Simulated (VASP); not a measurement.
# Gd (Pm-3m) in VASP: notebook, part 2 of 2

VASP 6.6.1. The steps go on from the part before.

### 4 Single point, PBE, collinear spin, ferromagnetic start (35.05 Å³/atom)

This run uses another cell than the first one, of 35.05 Å³/atom.

Contents of POSCAR:

```
Gd
1.0
    3.2724821218      0.0000000000      0.0000000000
    0.0000000000      3.2724821218      0.0000000000
    0.0000000000      0.0000000000      3.2724821218
Gd
1
Direct
    0.0000000000      0.0000000000      0.0000000000
```

Contents of INCAR.step1:

```
PREC = Accurate ; ENCUT = 520
EDIFF = 1E-6 ; ISMEAR = -1
SIGMA = 0.08 ; LREAL = F
LASPH = T ; NELM = 150
ALGO = Normal ; ISIF = 2
LWAVE = F ; LCHARG = T
ISPIN = 2 ; MAGMOM = 7
LMAXMIX = 6 ; GGA = PE
NBANDS = 19
```

Contents of KPOINTS.step1:

```
regular mesh
0
Gamma
  13 13 13
```

Contents of INCAR.step2:

```
PREC = Accurate ; ENCUT = 520
EDIFF = 1E-6 ; ISMEAR = -5
SIGMA = 0.08 ; LREAL = F
LASPH = T ; NELM = 150
ALGO = Normal ; ISIF = 2
LWAVE = F ; LCHARG = F
ISPIN = 2 ; MAGMOM = 7
LORBIT = 10 ; LMAXMIX = 6
GGA = PE ; NBANDS = 19
NEDOS = 2001 ; ICHARG = 11
```

Contents of KPOINTS.step2:

```
regular mesh
0
Gamma
  20 20 20
```

Potentials or basis: VASP PAW PBE potentials, release 64 (Gd).

Started as:

```bash
$ cat potpaw_PBE.64/Gd/POTCAR > POTCAR
$ cp INCAR.step1 INCAR
$ cp KPOINTS.step1 KPOINTS
$ mpirun -np 1 vasp_std > vasp.out
$ cp INCAR.step2 INCAR
$ cp KPOINTS.step2 KPOINTS
$ mpirun -np 1 vasp_std > vasp.out
```

OUTCAR:

```text
PREC = Accurate
   ENCUT = 520
   EDIFF = 1E-6
   ISMEAR = -5
   LREAL = F
   LASPH = T
   NELM = 150
   ISIF = 2
   ISPIN = 2
   LORBIT = 10
   GGA = PE
   ICHARG = 11

 ion  position               nearest neighbor table
   1  0.000  0.000  0.000-

  LATTYP: Found a simple cubic cell.
 ALAT       =     3.2724821218

  Lattice vectors:

 A1 = (   3.2724821218,   0.0000000000,   0.0000000000)
 A2 = (   0.0000000000,   3.2724821218,   0.0000000000)
 A3 = (   0.0000000000,   0.0000000000,   3.2724821218)

Analysis of symmetry for initial positions (statically):
=====================================================================
 Subroutine PRICEL returns:
 Original cell was already a primitive cell.

 Routine SETGRP: Setting up the symmetry group for a
 simple cubic supercell.

 Subroutine GETGRP returns: Found 48 space group operations
 (whereof 48 operations were pure point group operations)
 out of a pool of 48 trial point group operations.

The static configuration has the point symmetry O_h .

Analysis of symmetry for dynamics (positions and initial velocities):
=====================================================================
 Subroutine PRICEL returns:
 Original cell was already a primitive cell.

 Routine SETGRP: Setting up the symmetry group for a
 simple cubic supercell.

 Subroutine GETGRP returns: Found 48 space group operations
 (whereof 48 operations were pure point group operations)
 out of a pool of 48 trial point group operations.

The dynamic configuration has the point symmetry O_h .

Analysis of structural, dynamic, and magnetic symmetry:
=====================================================================
 Subroutine PRICEL returns:
 Original cell was already a primitive cell.

 Routine SETGRP: Setting up the symmetry group for a
 simple cubic supercell.

 Subroutine GETGRP returns: Found 48 space group operations
 (whereof 48 operations were pure point group operations)
 out of a pool of 48 trial point group operations.
[... 126 lines left out ...]
   GGA     = PE    functional components
   LHFCALC =     F    Hartree Fock is set to
   AEXX    =    0.0000 exact exchange contribution
   IVDW    =     0    specifies the selected vdW correction
   LEPSILON=     F    determine dielectric tensor
   LRPA    =     F    only Hartree local field effects (RPA)
 spin polarized calculation
 Fermi weights with tetrahedron method with Bloechl corrections
  energy-cutoff  :      520.00
  volume of cell :       35.05
 maximum number of plane-waves:       968

 number of electron      18.0000004 magnetization       7.8356318

 Free energy of the ion-electron system (eV)
  ---------------------------------------------------
  ext. energy  EPLUGINS =         0.00000000
  ---------------------------------------------------
  free energy    TOTEN  =       -11.09826727 eV

  energy without entropy =      -11.09826727  energy(sigma->0) =      -11.09826727

 E-fermi :   2.6287     XC(G=0):  -9.6471

 val. band max:        2.6536774799   @ k =   0.3500   0.2000   0.1500
 cond. band min:       2.6080669309   @ k =   0.4500   0.2000   0.0000
 fundamental gap:     -0.0456105490
 Fermi energy:         2.6287448321

 spin component 1

 k-point     1 :       0.0000    0.0000    0.0000
  band No.  band energies     occupation
      1     -42.8961      1.00000
      2     -19.8786      1.00000
      3     -19.8786      1.00000
      4     -19.8786      1.00000
      5      -2.3694      1.00000
      6      -2.3694      1.00000
[... 517 lines left out ...]
     18      11.1458      0.00000
     19      13.5834      0.00000

 [... further k-points ...]

 spin component 2

 k-point     1 :       0.0000    0.0000    0.0000
  band No.  band energies     occupation
      1     -39.5906      1.00000
      2     -17.3772      1.00000
      3     -17.3772      1.00000
      4     -17.3772      1.00000
      5      -1.2410      1.00000
      6       2.8995      0.00000
[... 517 lines left out ...]
     18      12.1901      0.00000
     19      14.5908      0.00000

 [... further k-points ...]
[... 5 lines left out ...]
  --------------------------------------------------------------------------------------
  -------------------------------------------------------------------------------------
  Total       -1.5732528     -1.5732528     -1.5732528      0.0000000     -0.0000000      0.0000000
  in kB      -71.9245663    -71.9245663    -71.9245663      0.0000000     -0.0000000      0.0000000
  external PRESSURE =     -71.9245663 kB  Pullay stress =       0.0000000 kB

 VOLUME and BASIS-vectors are now :
 -----------------------------------------------------------------------------
  energy-cutoff  :      520.00
  volume of cell :       35.05
      direct lattice vectors                 reciprocal lattice vectors
     3.272482122  0.000000000  0.000000000     0.305578446  0.000000000  0.000000000
     0.000000000  3.272482122  0.000000000     0.000000000  0.305578446  0.000000000
     0.000000000  0.000000000  3.272482122     0.000000000  0.000000000  0.305578446

 POSITION                                       TOTAL-FORCE (eV/Angst)
 -----------------------------------------------------------------------------------
      0.00000      0.00000      0.00000         0.000000      0.000000      0.000000
 -----------------------------------------------------------------------------------
    total drift:                                0.000000      0.000000     -0.000000

  FREE ENERGIE OF THE ION-ELECTRON SYSTEM (eV)
  ---------------------------------------------------
  free  energy   TOTEN  =       -11.0982672727 eV

  energy  without entropy=      -11.0982672727  energy(sigma->0) =      -11.09826727

 total charge

# of ion       s       p       d       f       tot
--------------------------------------------------
    1        2.072   5.546   0.668   6.953  15.239

 magnetization (x)

# of ion       s       p       d       f       tot
--------------------------------------------------
    1        0.025  -0.068   0.386   6.840   7.184
```

OUTCAR.step1:

```text
PREC = Accurate
   ENCUT = 520
   EDIFF = 1E-6
   ISMEAR = -1
   LREAL = F
[... 1292 lines left out ...]

 POSITION                                       TOTAL-FORCE (eV/Angst)
 -----------------------------------------------------------------------------------
      0.00000      0.00000      0.00000         0.000000      0.000000      0.000000
 -----------------------------------------------------------------------------------
    total drift:                                0.000000     -0.000000      0.000000

  FREE ENERGIE OF THE ION-ELECTRON SYSTEM (eV)
  ---------------------------------------------------
  free  energy   TOTEN  =       -11.1167456889 eV

  energy  without entropy=      -11.0688634336  energy(sigma->0) =      -11.09280456
```

OSZICAR.step1:

```text
N       E                     dE             d eps       ncg     rms          rms(c)
DAV:   1     0.100706066160E+03    0.10071E+03   -0.63837E+03  8233   0.480E+03
DAV:   2     0.661472330203E+01   -0.94091E+02   -0.83064E+02  8257   0.324E+02
[... 17 lines left out ...]
DAV:  20    -0.111172275692E+02   -0.96857E-04   -0.49752E-03  7999   0.157E+00    0.448E-01
DAV:  21    -0.111170910319E+02    0.13654E-03   -0.33557E-04 10837   0.210E-01    0.337E-01
DAV:  22    -0.111168517311E+02    0.23930E-03   -0.23883E-04  7518   0.355E-01    0.317E-01
DAV:  23    -0.111167460098E+02    0.10572E-03   -0.24274E-04  8727   0.321E-01    0.521E-02
DAV:  24    -0.111167450393E+02    0.97050E-06   -0.39478E-05 12256   0.882E-02    0.769E-02
DAV:  25    -0.111167456889E+02   -0.64959E-06   -0.30286E-06  9049   0.182E-02
   1 F= -.11116746E+02 E0= -.11092805E+02  d E =-.478823E-01  mag=     7.8356
```

Run time: 2 min. Hardware: 1 thread of Intel Xeon 6975P-C (Granite Rapids), shared host; peak memory 0.41 GiB.

What came out:

- Net moment: 7.84 μB per cell
- Site moments: Gd +7.18 μB
- Valence electrons inside the program's atomic spheres: Gd 15.24

Levels at points of the mesh, in eV from the Fermi level:
Spin up:
| k point | band 11 | band 12 | band 13 | band 14 | band 15 | band 16 |
| --- | --- | --- | --- | --- | --- | --- |
| (0.00, 0.00, 0.00) | -4.89 | -4.79 | -1.37 | -1.37 | 5.38 | 5.38 |
| (0.50, 0.00, 0.00) | -4.87 | -2.29 | -0.64 | 0.26 | 2.50 | 2.50 |
| (0.50, 0.50, 0.00) | -4.86 | -2.31 | -0.51 | 3.10 | 3.10 | 3.85 |
| (0.50, 0.50, 0.50) | -4.90 | -1.08 | -1.08 | -1.08 | 5.71 | 7.33 |
Spin down:
| k point | band 1 | band 2 | band 3 | band 4 | band 5 | band 6 | band 7 | band 8 | band 9 | band 10 |
| --- | --- | --- | --- | --- | --- | --- | --- | --- | --- | --- |
| (0.00, 0.00, 0.00) | -42.22 | -20.01 | -20.01 | -20.01 | -3.87 | 0.27 | 0.27 | 0.40 | 0.40 | 0.40 |
| (0.50, 0.00, 0.00) | -42.14 | -21.02 | -19.91 | -19.91 | -0.96 | 0.07 | 0.24 | 0.44 | 0.44 | 0.49 |
| (0.50, 0.50, 0.00) | -42.06 | -20.86 | -20.86 | -19.82 | -1.58 | 0.25 | 0.25 | 0.42 | 0.46 | 0.46 |
| (0.50, 0.50, 0.50) | -41.98 | -20.73 | -20.73 | -20.73 | -0.12 | -0.12 | -0.12 | 0.17 | 0.41 | 0.41 |

Caveat: spin-orbit coupling is left out, which moves the levels of the heavy elements; semilocal functionals describe open f shells poorly, which spoils levels, moments and volumes; tetrahedron occupations give inexact forces and stress in metals. The state reached can hang on the start; a lower one may exist.

### 5 Single point, PBE, collinear spin, ferromagnetic start (15.07 Å³/atom)

This run uses another cell than the first one, of 15.07 Å³/atom.

Contents of POSCAR:

```
Gd
1.0
    2.4700179031      0.0000000000      0.0000000000
    0.0000000000      2.4700179031      0.0000000000
    0.0000000000      0.0000000000      2.4700179031
Gd
1
Direct
    0.0000000000      0.0000000000      0.0000000000
```

Contents of INCAR.step1:

```
ALGO = Normal ; EDIFF = 1E-6
ENCUT = 520 ; GGA = PE
ISIF = 2 ; ISMEAR = -1
ISPIN = 2 ; LASPH = T
LCHARG = T ; LMAXMIX = 6
LREAL = F ; LWAVE = F
MAGMOM = 7 ; NBANDS = 19
NELM = 150 ; PREC = Accurate
SIGMA = 0.08
```

Contents of KPOINTS.step1:

```
k-points
0
Gamma
  13 13 13
```

Contents of INCAR.step2:

```
ALGO = Normal ; EDIFF = 1E-6
ENCUT = 520 ; GGA = PE
ICHARG = 11 ; ISIF = 2
ISMEAR = -5 ; ISPIN = 2
LASPH = T ; LCHARG = F
LMAXMIX = 6 ; LORBIT = 10
LREAL = F ; LWAVE = F
MAGMOM = 7 ; NEDOS = 1001
NELM = 150 ; PREC = Accurate
SIGMA = 0.08
```

Contents of KPOINTS.step2:

```
k-points
0
Gamma
  20 20 20
```

Started as:

```bash
$ cat potpaw_PBE.64/Gd/POTCAR > POTCAR
$ cp INCAR.step1 INCAR
$ cp KPOINTS.step1 KPOINTS
$ mpirun -np 1 vasp_std > vasp.out
$ cp INCAR.step2 INCAR
$ cp KPOINTS.step2 KPOINTS
$ mpirun -np 1 vasp_std > vasp.out
```

Run time: 76 s. Hardware: 1 thread of AMD EPYC 9R45 (Zen 5), shared host; peak memory 0.22 GiB.

It converged, with:

| Item | Value |
| --- | --- |
| Net moment | 6.38 μB per cell |
| Site moments | Gd +6.25 μB |
| Valence electrons inside the program's atomic spheres | Gd 16.24 |

Levels at points of the mesh, in eV from the Fermi level:
Spin up:
| k point | band 8 | band 9 | band 10 | band 11 | band 12 | band 13 | band 14 | band 15 | band 16 | band 17 |
| --- | --- | --- | --- | --- | --- | --- | --- | --- | --- | --- |
| (0.00, 0.00, 0.00) | -3.32 | -3.11 | -3.11 | -2.79 | -2.79 | -2.79 | -2.74 | 13.34 | 13.34 | 13.34 |
| (0.50, 0.00, 0.00) | -3.05 | -2.91 | -2.41 | -2.41 | -1.22 | 0.21 | 4.78 | 4.78 | 5.09 | 14.94 |
| (0.50, 0.50, 0.00) | -3.20 | -2.87 | -2.87 | -2.52 | -2.35 | 1.77 | 6.66 | 6.66 | 12.22 | 12.22 |
| (0.50, 0.50, 0.50) | -3.71 | -3.07 | -3.07 | -3.07 | -2.64 | -2.64 | -2.64 | 7.10 | 20.16 | 20.17 |
Spin down:
```tsv
k point	band 4	band 5	band 6	band 7	band 8	band 9
(0.00, 0.00, 0.00)	-17.33	-2.94	-2.28	-2.28	1.35	1.35
(0.50, 0.00, 0.00)	-16.36	-0.24	-0.08	0.32	1.15	1.72
(0.50, 0.50, 0.00)	-15.45	-6.20	0.50	0.50	1.66	1.99
(0.50, 0.50, 0.50)	-22.04	-3.17	-3.17	-3.17	-0.25	1.78
```

Caveat: spin-orbit coupling is left out, which moves the levels of the heavy elements; semilocal functionals describe open f shells poorly, which spoils levels, moments and volumes; tetrahedron occupations give inexact forces and stress in metals.

### 6 Summary

```tsv
cell	moment (μB)
a = 2.729 Å, 1 atom	7.22
a = 3.272 Å, 1 atom	7.84
a = 2.470 Å, 1 atom	6.38
```

Alike in all rows: task single point; level PBE; potentials or basis VASP PAW PBE potentials, release 64 (Gd); spin collinear, ferromagnetic start; k mesh 13 × 13 × 13; cutoff (eV) 520; smearing fermi-dirac 0.08 eV.

Caveats: spin-orbit coupling is left out, which moves the levels of the heavy elements; semilocal functionals describe open f shells poorly, which spoils levels, moments and volumes; tetrahedron occupations give inexact forces and stress in metals.

Total energies depend on the potentials used, so only differences within one code and one set of settings carry meaning.
